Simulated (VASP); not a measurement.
# Te (Pmc2_1) in VASP: a series of runs, part 2 of 2

VASP 6.6.1. Earlier steps stand in the parts before.

## 4. Single point, PBE

This run uses another cell than the first one, of 34.69 Å³/atom.

INCAR

```
SYSTEM = Te
PREC     = Accurate       ! precision mode
ENCUT    = 520            ! plane-wave cutoff, eV
EDIFF    = 1E-6           ! SCF threshold, eV
ISMEAR   = -1             ! smearing method
SIGMA    = 0.05           ! smearing width, eV
LREAL    = .FALSE.        ! projectors in reciprocal space
LASPH    = .TRUE.         ! aspherical terms in the spheres
NELM     = 100            ! most SCF steps
ALGO     = Normal         ! electronic algorithm
ISIF     = 2              ! what is computed and relaxed
LWAVE    = .FALSE.        ! write WAVECAR
LCHARG   = .FALSE.        ! write CHGCAR
GGA      = PE             ! functional
NBANDS   = 20             ! bands
```

KPOINTS

```
regular mesh
0
G
  9 6 3
  0 0 0
```

POSCAR

```
Te
1.0
    3.1719680535      0.0000000000      0.0000000000
    0.0000000000      4.8053218417      0.0000000000
    0.0000000000      0.0000000000      9.1038583100
Te
4
Direct
    0.5000000000      0.0125320000      0.5091860000
    0.5000000000      0.9874680000      0.0091860000
    0.5000000000      0.4547290000      0.2608140000
    0.5000000000      0.5452710000      0.7608140000
```

Potentials or basis: VASP PAW PBE potentials, release 64 (Te).

On the command line:

```bash
cat potpaw_PBE.64/Te/POTCAR > POTCAR
mpirun -np 1 vasp_std > vasp.out
```

OUTCAR:

```text
SYSTEM = Te
   PREC = Accurate
   ENCUT = 520
   EDIFF = 1E-6
   ISMEAR = -1
   LREAL = .FALSE.
   LASPH = .TRUE.
   NELM = 100
   ISIF = 2
   GGA = PE

 ion  position               nearest neighbor table
   1  0.500  0.013  0.509-   3 3.10   4 3.21   4 3.44   3 3.51
   2  0.500  0.987  0.009-   4 3.10   3 3.21   3 3.44   4 3.51
   3  0.500  0.455  0.261-   1 3.10   2 3.21   2 3.44   1 3.51
   4  0.500  0.545  0.761-   2 3.10   1 3.21   1 3.44   2 3.51

  LATTYP: Found a simple orthorhombic cell.
 ALAT       =     3.1719680535
 B/A-ratio  =     1.5149338709
 C/A-ratio  =     2.8700977300

  Lattice vectors:

 A1 = (   3.1719680535,   0.0000000000,   0.0000000000)
 A2 = (   0.0000000000,   4.8053218417,   0.0000000000)
 A3 = (   0.0000000000,   0.0000000000,   9.1038583100)

Analysis of symmetry for initial positions (statically):
=====================================================================
 Subroutine PRICEL returns:
 Original cell was already a primitive cell.

 Routine SETGRP: Setting up the symmetry group for a
 simple orthorhombic supercell.

[... 171 lines left out ...]

 E-fermi :   5.6570     XC(G=0):  -9.0078

 val. band max:        5.5760503642   @ k =   0.1111   0.3333   0.3333
 cond. band min:       5.7091325368   @ k =   0.4444   0.1667   0.3333
 fundamental gap:      0.1330821727
 Fermi energy:         5.6569785626

 k-point     1 :       0.0000    0.0000    0.0000
  band No.  band energies     occupation
      1      -7.5639      2.00000
      2      -6.3979      2.00000
      3      -6.2707      2.00000
      4      -4.6451      2.00000
      5       1.4039      2.00000
      6       1.5443      2.00000
[... 541 lines left out ...]
     19      11.4091      0.00000
     20      11.5165      0.00000

 [... further k-points ...]

------------------------ aborting loop because EDIFF is reached ----------------------------------------

  FORCE on cell =-STRESS in cart. coord.  units (eV):
  Direction    XX          YY          ZZ          XY          YZ          ZX
  --------------------------------------------------------------------------------------
  -------------------------------------------------------------------------------------
  Total       -1.3496619     -1.8378267     -1.3263688      0.0000000      0.0000000      0.0000000
  in kB      -15.5832767    -21.2196574    -15.3143340      0.0000000      0.0000000      0.0000000
  external PRESSURE =     -17.3724227 kB  Pullay stress =       0.0000000 kB

 VOLUME and BASIS-vectors are now :
 -----------------------------------------------------------------------------
  energy-cutoff  :      520.00
  volume of cell :      138.76
      direct lattice vectors                 reciprocal lattice vectors
     3.171968054  0.000000000  0.000000000     0.315261687  0.000000000  0.000000000
     0.000000000  4.805321842  0.000000000     0.000000000  0.208102606  0.000000000
     0.000000000  0.000000000  9.103858310     0.000000000  0.000000000  0.109843537

 POSITION                                       TOTAL-FORCE (eV/Angst)
 -----------------------------------------------------------------------------------
      1.58598      0.06022      4.63556         0.000000      0.009876      0.005548
      1.58598      4.74510      0.08363         0.000000     -0.009876      0.005548
      1.58598      2.18512      2.37441         0.000000     -0.045963     -0.005548
      1.58598      2.62020      6.92634         0.000000      0.045963     -0.005548
 -----------------------------------------------------------------------------------
    total drift:                               -0.000000      0.000000      0.000092

  FREE ENERGIE OF THE ION-ELECTRON SYSTEM (eV)
  ---------------------------------------------------
  free  energy   TOTEN  =       -12.3738286940 eV

  energy  without entropy=      -12.3586349165  energy(sigma->0) =      -12.36623181
```

stdout:

```text
POSCAR found type information on POSCAR Te
 POSCAR found :  1 types and       4 ions
 scaLAPACK will be used
 LDA part: xc-table for (Slater+PW92), standard interpolation
 POSCAR, INCAR and KPOINTS ok, starting setup
 FFT: planning ... GRIDC
 FFT: planning ... GRID_SOFT
 FFT: planning ... GRID
 WAVECAR not read
 entering main loop
```

It took 1.9 min on 1 thread of Intel Xeon 8259CL, shared host; peak memory 0.28 GiB.

What came out:

* Free energy: -12.3738 eV
* Pressure: -1.7 GPa
* Largest force: 0.046 eV/Å
* Band gap on the k mesh: zero (bands 12 and 13 overlap by 3.33 eV)

Forces on the atoms (eV/Å):
```
Te   0.000  0.010  0.006
Te   0.000 -0.010  0.006
Te   0.000 -0.046 -0.006
Te   0.000  0.046 -0.006
```

Stress tensor (GPa, compression positive):
```
-1.56  0.00  0.00
 0.00 -2.12  0.00
 0.00  0.00 -1.53
```

Levels at points of the mesh, in eV from the Fermi level:
| k point | band 8 | band 9 | band 10 | band 11 | band 12 | band 13 | band 14 | band 15 | band 16 | band 17 |
| --- | --- | --- | --- | --- | --- | --- | --- | --- | --- | --- |
| (0.00, 0.00, 0.00) | -2.50 | -2.47 | -2.31 | 0.88 | 1.02 | 1.71 | 2.57 | 2.70 | 2.79 | 3.95 |
| (0.00, 0.50, 0.00) | -2.28 | -2.19 | -2.18 | 1.98 | 2.03 | 2.45 | 2.65 | 2.90 | 3.13 | 6.52 |

Caveat: spin-orbit coupling is left out, which moves the levels of the heavy elements.

## 5. Single point, PBE

This run uses another cell than the first one, of 35.36 Å³/atom.

INCAR

```
  ALGO = Normal
  EDIFF = 1E-7
  ENCUT = 520
  GGA = PE
  ISIF = 2
  ISMEAR = -1
  LASPH = T
  LCHARG = T
  LELF = T
  LREAL = F
  LVHAR = T
  LWAVE = F
  NBANDS = 20
  NELM = 100
  PREC = Accurate
  SIGMA = 0.05
```

KPOINTS

```
k-points
0
Gamma
  9 6 3
```

POSCAR

```
Te
1.0
    3.1921722164      0.0000000000      0.0000000000
    0.0000000000      4.8359298124      0.0000000000
    0.0000000000      0.0000000000      9.1618462321
Te
4
Direct
    0.5000000000      0.0125320000      0.5091860000
    0.5000000000      0.9874680000      0.0091860000
    0.5000000000      0.4547290000      0.2608140000
    0.5000000000      0.5452710000      0.7608140000
```

On the command line:

```bash
cat potpaw_PBE.64/Te/POTCAR > POTCAR
mpirun -np 1 vasp_std > vasp.out
```

It took 2.3 min on 1 thread of Intel Xeon 8259CL, shared host; peak memory 0.28 GiB.

The run converged. Its results:

* Free energy: -12.3386 eV
* Pressure: -2.5 GPa
* Largest force: 0.087 eV/Å
* Band gap on the k mesh: zero (bands 12 and 13 overlap by 3.26 eV)

Forces on the atoms (eV/Å):
```
Te   0.000  0.023 -0.002
Te   0.000 -0.023 -0.002
Te   0.000 -0.087  0.002
Te   0.000  0.087  0.002
```

Stress tensor (GPa, compression positive):
```
-2.40  0.00  0.00
 0.00 -2.81  0.00
 0.00  0.00 -2.22
```

Levels at points of the mesh, in eV from the Fermi level:
| k point | band 10 | band 11 | band 12 | band 13 | band 14 | band 15 |
| --- | --- | --- | --- | --- | --- | --- |
| (0.00, 0.00, 0.00) | -2.23 | 0.88 | 1.01 | 1.68 | 2.64 | 2.67 |
| (0.00, 0.50, 0.00) | -2.12 | 1.94 | 1.99 | 2.39 | 2.59 | 2.83 |

Caveat: spin-orbit coupling is left out, which moves the levels of the heavy elements.

## 6. The runs side by side

| cell | gap on the mesh (eV) | pressure (GPa) | largest force (eV/Å) |
| --- | --- | --- | --- |
| a = 3.131, b = 4.743, c = 8.986 Å, 4 atoms | none | 0.0 | 0.05 |
| a = 3.152, b = 4.774, c = 9.045 Å, 4 atoms | none | -0.9 | 0.01 |
| a = 3.172, b = 4.805, c = 9.104 Å, 4 atoms | none | -1.7 | 0.05 |
| a = 3.192, b = 4.836, c = 9.162 Å, 4 atoms | none | -2.5 | 0.09 |

Alike in all rows: task single point; level PBE; potentials or basis VASP PAW PBE potentials, release 64 (Te); no spin polarisation; k mesh 9 × 6 × 3; cutoff (eV) 520; smearing fermi-dirac 0.05 eV.

Caveats: spin-orbit coupling is left out, which moves the levels of the heavy elements.

Total energies depend on the potentials used, so only differences within one code and one set of settings carry meaning.

The gap in the log of VASP goes by the Fermi energy; the results here count the filled bands.